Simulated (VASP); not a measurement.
NaSiO3: single point with LDA

Crystal: NaSiO3.

```
Na Si O
1.0
     3.56125    0.00000    0.00000
     0.00000    3.56125    0.00000
     0.00000    0.00000    3.56125
Na Si O
1 1 3
Direct
  0.00000 0.00000 0.00000
  0.50000 0.50000 0.50000
  0.50000 0.50000 0.00000
  0.50000 0.00000 0.50000
  0.00000 0.50000 0.50000
```

```json
{"Program": "VASP 6.6.1", "Task": "single point", "Functional": "LDA", "Potentials or basis": "VASP PAW LDA potentials, release 64 (Na_pv, Si, O)", "Cutoff": "600 eV", "k mesh": "3 × 3 × 3", "Occupations": "fermi-dirac, width 0.1 eV", "Spin": "no spin polarisation"}
```

```json
{
  "Pressure": "-10.6 GPa",
  "Band gap on the k mesh": "zero (an odd number of electrons rules out a gap without spin polarisation)"
}
```

Levels at points of the mesh, in eV from the Fermi level:
| k point | band 11 | band 12 | band 13 | band 14 | band 15 | band 16 | band 17 | band 18 | band 19 | band 20 |
| --- | --- | --- | --- | --- | --- | --- | --- | --- | --- | --- |
| (0.00, 0.00, 0.00) | -1.01 | -1.01 | -0.78 | -0.78 | -0.78 | 4.53 | 7.03 | 12.11 | 12.11 | 12.11 |

Wall time 3.8 s on 1 thread of Intel(R) Xeon(R) Platinum 8259CL CPU @ 2.50GHz (Skylake/Cascade Lake) (shared host), peak memory 0.13 GiB.

Caveat: the k points lie up to 0.59 Å⁻¹ apart, too coarse for converged energies and pressures of a metal; an odd number of electrons without spin polarisation forces a metal; a magnetic or distorted state may lie lower.
